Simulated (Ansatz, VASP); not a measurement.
## One calculation of InAs, two programs

File INCAR:

```
SYSTEM = InAs
PREC = Accurate ; ENCUT = 600
EDIFF = 1E-7 ; ISMEAR = 0
SIGMA = 0.1 ; LREAL = .FALSE.
LASPH = .TRUE. ; NELM = 80
ALGO = Normal ; ISIF = 3
LWAVE = .FALSE. ; LCHARG = .FALSE.
GGA = PS ; IBRION = 2
NSW = 100 ; EDIFFG = -0.005
```

The input KPOINTS:

```
regular mesh
0
G
  12 12 12
  0 0 0
```

Contents of POSCAR:

```
InAs
1.0
    0.0000000000      2.8773040000      2.8773040000
    2.8773040000      0.0000000000      2.8773040000
    2.8773040000      2.8773040000      0.0000000000
In As
1 1
Direct
    0.5000000000      0.5000000000      0.5000000000
    0.0000000000      0.0000000000      0.0000000000
```

Input for Ansatz:

```yaml
crystal:
  lattice:
    - [0.0, 2.877304, 2.877304]
    - [2.877304, 0.0, 2.877304]
    - [2.877304, 2.877304, 0.0]
  atoms:
    - { symbol: In, position: [0.5, 0.5, 0.5] }
    - { symbol: As, position: [0.0, 0.0, 0.0] }
basis:
  ecutwfc: 420
kpoints:
  mp_grid: { grid: [12, 12, 12] }
hamiltonian:
  xc: pbesol
scf:
  occupations: { method: gaussian, width: 0.1 }
output:
  forces: true
  stress: true
  eigenvalues: true
  write_density: true
  write_potential: true
  elf: true
  volumetric_format: npy
relax:
  adjacent_minimum: "off"
  f_tol: 0.005
  max_steps: 80
  cell: { stress_tol: 0.05 }
```

Alike in both runs: task relaxation of cell and atoms; functional PBEsol; k mesh 12 × 12 × 12; occupations gaussian, width 0.1 eV; no spin polarisation.

|  | VASP | Ansatz |
| --- | --- | --- |
| version | VASP 6.6.1 | Ansatz 0.2.0 |
| potentials or method | VASP PAW PBE potentials, release 64 (In_d, As), cutoff 600 eV | scalar-relativistic, plane waves, PAW |
| valence electrons in the cell | 18 | 28 |

```csv
,VASP,Ansatz,Ansatz less VASP
"gap on the k mesh at the Fermi level, each at its own relaxed structure (eV)",none,none,-
relaxed volume (Å³/atom),22.63,22.58,-0.048
relaxed cell length with the largest relative difference (Å),4.000,3.997,-0.0028
```

VASP's potentials were made for PBE, not for PBEsol. A gap of «none» marks a metal or a gap that the smearing closes. VASP's potentials hold 18 valence electrons a cell and Ansatz's 28, so a difference there can come from the potentials and not from the codes.
